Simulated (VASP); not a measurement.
Ta, 1 atom in the cell. The structure is orthorhombic, space group Immm (No. 71). Conventional cell: a = 3.187 Å, b = 3.303 Å, c = 3.418 Å, α = 90.00°, β = 90.00°, γ = 90.00°. Within 3.8 Å of Ta (site symmetry mmm) lie 14 Ta at 2.86 to 3.42 Å.  This cell differs from its parent crystal: strain +0.0350 x Voigt [1, -1, 0, 0, 0, 0].

| Quantity | Value |
| --- | --- |
| Program | VASP 6.6.1 |
| Task | single point |
| Functional | PBE |
| Potentials or basis | VASP PAW PBE potentials, release 64 (Ta_pv) |
| Cutoff | 520 eV |
| k mesh | 20 × 20 × 20 |
| Occupations | gaussian, width 0.15 eV |
| Spin | no spin polarisation |
| Dipole correction | no |
| Further INCAR settings | ALGO = Fast; EDIFF = 1e-06; NBANDS = 12 |

Potentials or basis: VASP PAW PBE potentials, release 64 (Ta_pv).

The run is started by

```console
$ cat potpaw_PBE.64/Ta_pv/POTCAR > POTCAR
$ mpirun -np 1 vasp_std > vasp.out
```

Hardware: 1 thread of Intel Xeon 8259CL, on a shared host.

How long does it take, and how much memory?

Wall time 2.7 min on 1 thread of Intel Xeon 8259CL, on a shared host, peak memory 0.35 GiB. Counts: scf iterations 12, k points 1166.
